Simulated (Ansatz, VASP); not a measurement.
## One calculation of BeB3N3, two programs

INCAR

```
SYSTEM = BeB3N3
ALGO = Normal ; EDIFF = 1E-7
EDIFFG = -0.04 ; ENCUT = 600
GGA = PE ; IBRION = 2
ISIF = 3 ; ISMEAR = 0
LASPH = .TRUE. ; LCHARG = .FALSE.
LREAL = .FALSE. ; LWAVE = .FALSE.
NELM = 100 ; NSW = 90
PREC = Accurate ; SIGMA = 0.1
```

File KPOINTS:

```
k-points
0
G
  6 6 4
  0 0 0
```

Contents of POSCAR:

```
BeB3N3
1.0
    3.7635725800      0.0000000000      0.0000000000
   -1.8817862900      3.2593494600      0.0000000000
    0.0000000000      0.0000000000      4.3155117200
Be B N
1 3 3
Direct
    0.0000000000      0.0000000000      0.7902667300
    0.0000000000      0.0000000000      0.2020929800
    0.3333333300      0.6666666700      0.8110351800
    0.6666666700      0.3333333300      0.8110351800
    0.5000000000      0.0000000000      0.6064241300
    0.0000000000      0.5000000000      0.6064241300
    0.5000000000      0.5000000000      0.6064241300
```

Input for Ansatz:

```yaml
crystal:
  lattice:
    - [3.76357258, 0.0, 0.0]
    - [-1.88178629, 3.25934946, 0.0]
    - [0.0, 0.0, 4.31551172]
  atoms:
    - { symbol: Be, position: [0.0, 0.0, 0.79026673] }
    - { symbol: B, position: [0.0, 0.0, 0.20209298] }
    - { symbol: B, position: [0.33333333, 0.66666667, 0.81103518] }
    - { symbol: B, position: [0.66666667, 0.33333333, 0.81103518] }
    - { symbol: "N", position: [0.5, 0.0, 0.60642413] }
    - { symbol: "N", position: [0.0, 0.5, 0.60642413] }
    - { symbol: "N", position: [0.5, 0.5, 0.60642413] }
basis:
  ecutwfc: 420
kpoints:
  mp_grid: { grid: [6, 6, 4] }
hamiltonian:
  xc: pbe
scf:
  occupations: { method: gaussian, width: 0.1 }
  lower_state_search: "off"
output:
  forces: true
  stress: true
  eigenvalues: true
relax:
  adjacent_minimum: "off"
  f_tol: 0.04
  max_steps: 70
  cell: { stress_tol: 0.4 }
```

Alike in both runs: task relaxation of cell and atoms; functional PBE; k mesh 6 × 6 × 4; occupations gaussian, width 0.1 eV; no spin polarisation.

|  | VASP | Ansatz |
| --- | --- | --- |
| version | VASP 6.6.1 | Ansatz 0.2.0 |
| potentials or method | VASP PAW PBE potentials, release 64 (Be, B, N), cutoff 600 eV | scalar-relativistic, plane waves, PAW |
| valence electrons in the cell | 26 | 26 |

```csv
,VASP,Ansatz,Ansatz less VASP
"gap on the k mesh at the Fermi level, each at its own relaxed structure (eV)",none,none,-
relaxed volume (Å³/atom),10.82,10.96,+0.144
relaxed cell length with the largest relative difference (Å),4.844,4.868,+0.0246
```

A gap of «none» marks a metal or a gap that the smearing closes.

The k mesh is coarse, so the values compare programs but aren't converged. Noted on VASP's run: the volume moved by over 15 % at a fixed basis, so the end points are rough.
